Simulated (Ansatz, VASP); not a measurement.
GaN in VASP and in Ansatz

File INCAR:

```
SYSTEM = GaN
ALGO = Normal
EDIFF = 1E-6
ENCUT = 520
GGA = PE
ISIF = 2
ISMEAR = 0
LASPH = .TRUE.
LCHARG = .FALSE.
LREAL = .FALSE.
LWAVE = .FALSE.
NBANDS = 16
NELM = 100
PREC = Accurate
SIGMA = 0.05
```

The input KPOINTS:

```
k-points
0
G
  10 10 10
  0 0 0
```

Contents of POSCAR:

```
GaN
1.0
    0.0000000000      2.3098381227      2.3098381227
    2.3098381227      0.0000000000      2.3098381227
    2.3098381227      2.3098381227      0.0000000000
Ga N
1 1
Direct
    0.0000000000      0.0000000000      0.0000000000
    0.7500000000      0.7500000000      0.7500000000
```

Input for Ansatz:

```yaml
crystal:
  lattice:
    - [0.0, 2.3098381227, 2.3098381227]
    - [2.3098381227, 0.0, 2.3098381227]
    - [2.3098381227, 2.3098381227, 0.0]
  atoms:
    - { symbol: Ga, position: [0.0, 0.0, 0.0] }
    - { symbol: "N", position: [0.75, 0.75, 0.75] }
basis:
  ecutwfc: 420
kpoints:
  mp_grid: { grid: [10, 10, 10] }
hamiltonian:
  xc: pbe
scf:
  occupations: { method: gaussian, width: 0.05 }
output:
  forces: true
  stress: true
  eigenvalues: true
  write_density: true
  write_potential: true
  elf: true
  volumetric_format: npy
```

Change from the starting cell: strain +0.025 along x and y, +0.025 along z, atoms carried along.

Alike in both runs: task single point; functional PBE; k mesh 10 × 10 × 10; occupations gaussian, width 0.05 eV; no spin polarisation.

```csv
,VASP,Ansatz
version,VASP 6.6.1,Ansatz 0.2.0
potentials or method,"VASP PAW PBE potentials, release 64 (Ga_d, N), cutoff 520 eV","scalar-relativistic, plane waves, PAW"
valence electrons in the cell,18,18
```

```tsv
	VASP	Ansatz	Ansatz less VASP
gap on the k mesh at the Fermi level (eV)	1.25	1.25	-0.002
least direct gap on the mesh (eV)	1.25	1.25	-0.002
pressure (GPa)	-7.1	-7.2	-0.17
```

The functional is the same, so the differences come from potentials, cutoffs and numerics.
